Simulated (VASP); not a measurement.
# AlRu (Pm-3m) in VASP: single point with PBEsol

Aim: the single point of AlRu with PBEsol.

Everything below comes from runs of VASP 6.6.1. Logs are shortened: lines on timing, memory, paths and dates and some standing lists are left out, and cuts for length are marked.

### 1 The cell of the first run

The structure is cubic, space group Pm-3m (No. 221). Conventional cell: a = 2.992 Å, b = 2.992 Å, c = 2.992 Å, α = 90.00°, β = 90.00°, γ = 90.00°. Al (site symmetry m-3m) has 8 Ru at 2.59 Å and 6 Al at 2.99 Å within 3.4 Å. Within 3.4 Å of Ru (site symmetry m-3m) lie 8 Al at 2.59 Å and 6 Ru at 2.99 Å.

### 2 Single point, PBEsol

The input, INCAR:

```
ALGO = Normal
EDIFF = 1E-6
ENCUT = 520
GGA = PS
ISIF = 2
ISMEAR = -1
LASPH = T
LCHARG = F
LREAL = F
LWAVE = F
NBANDS = 16
NELM = 100
PREC = Accurate
SIGMA = 0.15
```

The input, KPOINTS:

```
k-points
0
Gamma
  6 6 6
```

The input, POSCAR:

```
AlRu
1.0
    2.9916000000      0.0000000000      0.0000000000
    0.0000000000      2.9916000000      0.0000000000
    0.0000000000      0.0000000000      2.9916000000
Al Ru
1 1
Direct
    0.0000000000      0.0000000000      0.0000000000
    0.5000000000      0.5000000000      0.5000000000
```

Potentials or basis: VASP PAW PBE potentials, release 64 (Al, Ru_pv).

The run is started by

```bash
cat potpaw_PBE.64/Al/POTCAR potpaw_PBE.64/Ru_pv/POTCAR > POTCAR
mpirun -np 1 vasp_std > vasp.out
```

OUTCAR:

```text
EDIFF = 1E-6
   ENCUT = 520
   GGA = PS
   ISIF = 2
   ISMEAR = -1
   LASPH = T
   LREAL = F
   NELM = 100
   PREC = Accurate

 ion  position               nearest neighbor table
   1  0.000  0.000  0.000-   2 2.59   2 2.59   2 2.59   2 2.59   2 2.59   2 2.59   2 2.59   2 2.59

   2  0.500  0.500  0.500-   1 2.59   1 2.59   1 2.59   1 2.59   1 2.59   1 2.59   1 2.59   1 2.59

  LATTYP: Found a simple cubic cell.
 ALAT       =     2.9916000000

  Lattice vectors:

 A1 = (   2.9916000000,   0.0000000000,   0.0000000000)
 A2 = (   0.0000000000,   2.9916000000,   0.0000000000)
 A3 = (   0.0000000000,   0.0000000000,   2.9916000000)

Analysis of symmetry for initial positions (statically):
=====================================================================
 Subroutine PRICEL returns:
 Original cell was already a primitive cell.

 Routine SETGRP: Setting up the symmetry group for a
 simple cubic supercell.

 Subroutine GETGRP returns: Found 48 space group operations
[... 9 lines left out ...]

 Routine SETGRP: Setting up the symmetry group for a
 simple cubic supercell.

 Subroutine GETGRP returns: Found 48 space group operations
[... 11 lines left out ...]
                                     Primitive cell

  volume of cell :      26.7738

  direct lattice vectors                    reciprocal lattice vectors
     2.991600000  0.000000000  0.000000000     0.334269287  0.000000000  0.000000000
     0.000000000  2.991600000  0.000000000     0.000000000  0.334269287  0.000000000
     0.000000000  0.000000000  2.991600000     0.000000000  0.000000000  0.334269287

  length of vectors
     2.991600000  2.991600000  2.991600000     0.334269287  0.334269287  0.334269287

  position of ions in fractional coordinates (direct lattice)
     0.000000000  0.000000000  0.000000000
     0.500000000  0.500000000  0.500000000

  ion indices of the primitive-cell ions
   primitive index   ion index
                 1           1
                 2           2

----------------------------------------------------------------------------------------

 KPOINTS: k-points

Automatic generation of k-mesh.
 Grid dimensions read from file:
 generate k-points for:    6    6    6

 Generating k-lattice:

  Cartesian coordinates                     Fractional coordinates (reciprocal lattice)
     0.055711548  0.000000000  0.000000000     0.166666667  0.000000000  0.000000000
     0.000000000  0.055711548  0.000000000     0.000000000  0.166666667  0.000000000
     0.000000000  0.000000000  0.055711548     0.000000000  0.000000000  0.166666667

  Length of vectors
     0.055711548  0.055711548  0.055711548

  Shift w.r.t. Gamma in fractional coordinates (k-lattice)
     0.000000000  0.000000000  0.000000000

 Subroutine IBZKPT returns following result:
 ===========================================

 Found     20 irreducible k-points:

 Following reciprocal coordinates:
            Coordinates               Weight
  0.000000  0.000000  0.000000      1.000000
  0.166667  0.000000  0.000000      6.000000
  0.333333  0.000000  0.000000      6.000000
  0.500000  0.000000  0.000000      3.000000
  0.166667  0.166667  0.000000     12.000000
  0.333333  0.166667  0.000000     24.000000
[... 12 lines left out ...]
  0.500000  0.500000  0.333333      6.000000
  0.500000  0.500000  0.500000      1.000000
   k-points           NKPTS =     20   k-points in BZ     NKDIM =     20   number of bands    NBANDS=     16
   number of dos      NEDOS =    301   number of ions     NIONS =      2
   total plane-waves  NPLWV =  13824
   dimension x,y,z NGX =    24 NGY =   24 NGZ =   24
   dimension x,y,z NGXF=    48 NGYF=   48 NGZF=   48
   ions per type =               1   1
   NGX,Y,Z   is equivalent  to a cutoff of  13.34, 13.34, 13.34 a.u.
   NGXF,Y,Z  is equivalent  to a cutoff of  26.67, 26.67, 26.67 a.u.
 SYSTEM =  unknown system
   PREC   = accura    normal or accurate (medium, high low for compatibility)
   ISTART =      0    job   : 0-new  1-cont  2-samecut
   ICHARG =      2    charge: 1-file 2-atom 10-const
   ISPIN  =      1    spin polarized calculation?
   LNONCOLLINEAR =      F non collinear calculations
   LSORBIT =      F    spin-orbit coupling
   LASPH  =      T    aspherical Exc in radial PAW
   ENCUT  =  520.0 eV  38.22 Ry    6.18 a.u.   5.56  5.56  5.56*2*pi/ulx,y,z
   NELM   =    100;   NELMIN=  2; NELMDL= -5     # of ELM steps
   EDIFF  = 0.1E-05   stopping-criterion for ELM
   LREAL  =      F    real-space projection
   EDIFFG = 0.1E-04   stopping-criterion for IOM
   NSW    =      0    number of steps for IOM
   IBRION =     -1    ionic relax: 0-MD 1-quasi-New 2-CG
   NFREE  =      0    steps in history (QN), initial steepest desc. (CG)
   ISIF   =      2    stress and relaxation
   ISYM   =      2    0-nonsym 1-usesym 2-fastsym
   POTIM  = 0.5000    time-step for ionic-motion
   TEBEG  =    0.0;   TEEND  =   0.0 temperature during run
   PSTRESS=    0.0 pullay stress
   NELECT =      17.0000    total number of electrons
   NUPDOWN=      -1.0000    fix difference up-down
   EMIN   =  10.00;   EMAX   =-10.00  energy-range for DOS
   EFERMI =   0.00;   METHOD = LEGACY
   ISMEAR =    -1;   SIGMA  =   0.15  broadening in eV -4-tet -1-fermi 0-gaus
   EFERMI_NEDOS =   21; number of points for ismear=-14 and -15
   IALGO  =     38    algorithm
   IMIX   =      4    mixing-type and parameters
     AMIX     =   0.40;   BMIX     =  1.00
     AMIX_MAG =   1.60;   BMIX_MAG =  1.00
  volume/ion in A,a.u.               =      13.39        90.34
  Fermi-wavevector in a.u.,A,eV,Ry     =   1.407087  2.659009 26.938090  1.979894
  Thomas-Fermi vector in A             =   2.529382
   LORBIT       =      0    0 simple, 1 ext, 2 COOP (PROOUT), +10 PAW based schemes
   GGA     = PS    functional components
   LHFCALC =     F    Hartree Fock is set to
   AEXX    =    0.0000 exact exchange contribution
   IVDW    =     0    specifies the selected vdW correction
   LEPSILON=     F    determine dielectric tensor
   LRPA    =     F    only Hartree local field effects (RPA)
 non-spin polarized calculation
  energy-cutoff  :      520.00
  volume of cell :       26.77
 maximum number of plane-waves:       739
 NGX is ok and might be reduce to    24
   NGX = 11   NGY = 11   NGZ = 11

 number of electron      16.9999995 magnetization

 Free energy of the ion-electron system (eV)
  ---------------------------------------------------
  ext. energy  EPLUGINS =         0.00000000
  ---------------------------------------------------
  free energy    TOTEN  =       -15.57891256 eV

  energy without entropy =      -15.46644718  energy(sigma->0) =      -15.52267987

 E-fermi :  10.5690     XC(G=0): -12.6874

 val. band max:       10.5679580579   @ k =   0.5000   0.1667   0.0000
 cond. band min:      10.7914545890   @ k =   0.0000   0.0000   0.0000
 fundamental gap:      0.2234965311
 Fermi energy:        10.5690059585

 k-point     1 :       0.0000    0.0000    0.0000
  band No.  band energies     occupation
      1     -31.1027      2.00000
      2     -31.1027      2.00000
      3     -31.1027      2.00000
      4       0.9108      2.00000
      5       7.0222      2.00000
      6       7.0222      2.00000
[... 8 lines left out ...]
     15      22.5970      0.00000
     16      25.6744      0.00000

 k-point     2 :       0.1667    0.0000    0.0000
  band No.  band energies     occupation
      1     -31.1560      2.00000
      2     -31.0982      2.00000
      3     -31.0982      2.00000
      4       1.4368      2.00000
      5       7.1531      2.00000
      6       7.2014      2.00000
[... 8 lines left out ...]
     15      22.8704      0.00000
     16      27.4284      0.00000

 k-point     3 :       0.3333    0.0000    0.0000
  band No.  band energies     occupation
      1     -31.2613      2.00000
      2     -31.0893      2.00000
      3     -31.0893      2.00000
      4       2.8889      2.00000
      5       6.7320      2.00000
      6       7.5998      2.00000
[... 8 lines left out ...]
     15      23.7039      0.00000
     16      25.5442      0.00000

 k-point     4 :       0.5000    0.0000    0.0000
  band No.  band energies     occupation
      1     -31.3133      2.00000
      2     -31.0848      2.00000
      3     -31.0848      2.00000
      4       4.7390      2.00000
      5       5.1176      2.00000
      6       7.8247      2.00000
[... 8 lines left out ...]
     15      23.3484      0.00000
     16      23.3484      0.00000

 k-point     5 :       0.1667    0.1667    0.0000
  band No.  band energies     occupation
      1     -31.1528      2.00000
      2     -31.1490      2.00000
      3     -31.0937      2.00000
      4       1.9385      2.00000
      5       7.2910      2.00000
      6       7.4104      2.00000
[... 8 lines left out ...]
     15      23.9698      0.00000
     16      26.8413      0.00000

 k-point     6 :       0.3333    0.1667    0.0000
  band No.  band energies     occupation
      1     -31.2551      2.00000
      2     -31.1408      2.00000
      3     -31.0847      2.00000
      4       3.3006      2.00000
      5       6.8262      2.00000
      6       7.8294      2.00000
[... 8 lines left out ...]
     15      23.8941      0.00000
     16      25.3172      0.00000

 k-point     7 :       0.5000    0.1667    0.0000
  band No.  band energies     occupation
      1     -31.3066      2.00000
      2     -31.1357      2.00000
      3     -31.0802      2.00000
      4       5.0019      2.00000
      5       5.3016      2.00000
      6       8.1119      2.00000
[... 8 lines left out ...]
     15      22.7662      0.00000
     16      22.8693      0.00000

 k-point     8 :       0.3333    0.3333    0.0000
  band No.  band energies     occupation
      1     -31.2446      2.00000
      2     -31.2410      2.00000
      3     -31.0756      2.00000
      4       4.2115      2.00000
      5       6.7417      2.00000
      6       8.4347      2.00000
[... 8 lines left out ...]
     15      23.1377      0.00000
     16      25.3948      0.00000

 k-point     9 :       0.5000    0.3333    0.0000
  band No.  band energies     occupation
      1     -31.2933      2.00000
      2     -31.2366      2.00000
      3     -31.0710      2.00000
      4       4.7191      2.00000
      5       6.6424      2.00000
      6       8.7974      1.99999
[... 8 lines left out ...]
     15      22.8312      0.00000
     16      25.9416      0.00000
[... 96 lines left out ...]
 k-point    15 :       0.5000    0.3333    0.1667
  band No.  band energies     occupation
      1     -31.2873      2.00000
      2     -31.2312      2.00000
      3     -31.1211      2.00000
      4       4.9523      2.00000
      5       6.9241      2.00000
      6       7.5698      2.00000
[... 8 lines left out ...]
     15      22.6056      0.00000
     16      23.8226      0.00000

 k-point    16 :       0.5000    0.5000    0.1667
  band No.  band energies     occupation
      1     -31.2808      2.00000
      2     -31.2808      2.00000
      3     -31.1162      2.00000
      4       4.8466      2.00000
      5       7.5676      2.00000
      6       7.5676      2.00000
[... 8 lines left out ...]
     15      23.1573      0.00000
     16      23.1573      0.00000

 k-point    17 :       0.3333    0.3333    0.3333
  band No.  band energies     occupation
      1     -31.2284      2.00000
      2     -31.2246      2.00000
      3     -31.2246      2.00000
      4       5.0854      2.00000
      5       6.9033      2.00000
      6       6.9033      2.00000
[... 8 lines left out ...]
     15      21.0494      0.00000
     16      22.6020      0.00000

 k-point    18 :       0.5000    0.3333    0.3333
  band No.  band energies     occupation
      1     -31.2753      2.00000
      2     -31.2213      2.00000
      3     -31.2191      2.00000
      4       5.4220      2.00000
      5       6.5476      2.00000
      6       6.6457      2.00000
[... 8 lines left out ...]
     15      21.7719      0.00000
     16      22.6000      0.00000

 k-point    19 :       0.5000    0.5000    0.3333
  band No.  band energies     occupation
      1     -31.2693      2.00000
      2     -31.2693      2.00000
      3     -31.2147      2.00000
      4       5.5324      2.00000
      5       6.3840      2.00000
      6       6.3840      2.00000
[... 8 lines left out ...]
     15      20.5673      0.00000
     16      22.5927      0.00000

 k-point    20 :       0.5000    0.5000    0.5000
  band No.  band energies     occupation
      1     -31.2636      2.00000
      2     -31.2636      2.00000
      3     -31.2636      2.00000
      4       5.9663      2.00000
      5       5.9663      2.00000
      6       5.9663      2.00000
[... 8 lines left out ...]
     15      19.1697      0.00000
     16      22.3542      0.00000

------------------------ aborting loop because EDIFF is reached ----------------------------------------

  FORCE on cell =-STRESS in cart. coord.  units (eV):
  Direction    XX          YY          ZZ          XY          YZ          ZX
  --------------------------------------------------------------------------------------
  -------------------------------------------------------------------------------------
  Total       -0.4926876     -0.4926876     -0.4926876      0.0000000      0.0000000      0.0000000
  in kB      -29.4829985    -29.4829985    -29.4829985      0.0000000      0.0000000      0.0000000
  external PRESSURE =     -29.4829985 kB  Pullay stress =       0.0000000 kB

 VOLUME and BASIS-vectors are now :
 -----------------------------------------------------------------------------
  energy-cutoff  :      520.00
  volume of cell :       26.77
      direct lattice vectors                 reciprocal lattice vectors
     2.991600000  0.000000000  0.000000000     0.334269287  0.000000000  0.000000000
     0.000000000  2.991600000  0.000000000     0.000000000  0.334269287  0.000000000
     0.000000000  0.000000000  2.991600000     0.000000000  0.000000000  0.334269287

 POSITION                                       TOTAL-FORCE (eV/Angst)
 -----------------------------------------------------------------------------------
      0.00000      0.00000      0.00000         0.000000      0.000000      0.000000
      1.49580      1.49580      1.49580         0.000000      0.000000      0.000000
 -----------------------------------------------------------------------------------
    total drift:                                0.000000     -0.000000     -0.000000

  FREE ENERGIE OF THE ION-ELECTRON SYSTEM (eV)
  ---------------------------------------------------
  free  energy   TOTEN  =       -15.5789125608 eV

  energy  without entropy=      -15.4664471817  energy(sigma->0) =      -15.52267987
```

It took 9.5 s on 1 thread of Intel Xeon 8259CL, shared host; peak memory 0.14 GiB.

What came out:

| Property | Result |
| --- | --- |
| Free energy | -15.5789 eV |
| Pressure | -2.9 GPa |

Caveat: the PAW data sets were made with another functional, which shifts forces and pressure a little.
